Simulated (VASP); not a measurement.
A run of VASP 6.6.1 is set up as follows.

File INCAR:

```
PREC     = Accurate       # precision mode
ENCUT    = 520            # plane-wave cutoff, eV
EDIFF    = 1E-7           # SCF threshold, eV
ISMEAR   = -1             # smearing method
SIGMA    = 0.05           # smearing width, eV
LREAL    = F              # projectors in reciprocal space
LASPH    = T              # aspherical terms in the spheres
NELM     = 100            # most SCF steps
ALGO     = Normal         # electronic algorithm
ISIF     = 2              # what is computed and relaxed
LWAVE    = F              # write WAVECAR
LCHARG   = T              # write CHGCAR
GGA      = PE             # functional
LELF     = T              # ELF
LVHAR    = T            
NBANDS   = 10             # bands
```

KPOINTS

```
regular mesh
0
Gamma
  12 12 12
```

Contents of POSCAR:

```
Na
1.0
   -2.1384667101      2.1384667101      2.1384667101
    2.1384667101     -2.1384667101      2.1384667101
    2.1384667101      2.1384667101     -2.1384667101
Na
1
Direct
    0.0000000000      0.0000000000      0.0000000000
```

Potentials or basis: VASP PAW PBE potentials, release 64 (Na_pv).

Launch:

```bash
$ cat potpaw_PBE.64/Na_pv/POTCAR > POTCAR
$ mpirun -np 1 vasp_std > vasp.out
```

**Question.** Estimate the pressure.

**Answer.** -0.4 GPa.
